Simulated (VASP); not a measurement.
Write the native input for VASP 6.6.1 that does the following.

```
Task                   : single point
Functional             : LDA
Potentials or basis    : VASP PAW LDA potentials, release 64 (Ba_sv, S)
Cutoff                 : 520 eV
k mesh                 : 6 × 6 × 6
Occupations            : gaussian, width 0.05 eV
Spin                   : no spin polarisation
Dipole correction      : no
Further INCAR settings : ALGO = Normal; EDIFF = 1e-06; NBANDS = 15
```

The structure of BaS lies in POSCAR:

```
BaS
1.0
    0.0000000000      3.1563264242      3.1563264242
    3.1563264242      0.0000000000      3.1563264242
    3.1563264242      3.1563264242      0.0000000000
Ba S
1 1
Direct
    0.5000000000      0.5000000000      0.5000000000
    0.0000000000      0.0000000000      0.0000000000
```

This cell differs from its parent crystal: volume scaled by 1.02.

One way to write it, as run:

INCAR

```
PREC     = Accurate       # precision mode
ENCUT    = 520            # plane-wave cutoff, eV
EDIFF    = 1E-6           # SCF threshold, eV
ISMEAR   = 0              # smearing method
SIGMA    = 0.05           # smearing width, eV
LREAL    = F              # projectors in reciprocal space
LASPH    = T              # aspherical terms in the spheres
NELM     = 80             # most SCF steps
ALGO     = Normal         # electronic algorithm
ISIF     = 2              # what is computed and relaxed
LWAVE    = F              # write WAVECAR
LCHARG   = F              # write CHGCAR
NBANDS   = 15             # bands
```

KPOINTS

```
regular mesh
0
Gamma
  6 6 6
```

Potentials or basis: VASP PAW LDA potentials, release 64 (Ba_sv, S).

Launch:

```bash
$ cat potpaw_LDA.64/Ba_sv/POTCAR potpaw_LDA.64/S/POTCAR > POTCAR
$ mpirun -np 1 vasp_std > vasp.out
```

Results of the run:

| Property | Result |
| --- | --- |
| Pressure | -0.2 GPa |
| Band gap on the k mesh | 1.84 eV, indirect (least direct gap 1.95 eV) |

Caveat: spin-orbit coupling is left out, which moves the levels of the heavy elements.

It took 7.2 s on 1 thread of Intel(R) Xeon(R) 6975P-C (Granite Rapids) (shared host), peak memory 0.17 GiB.
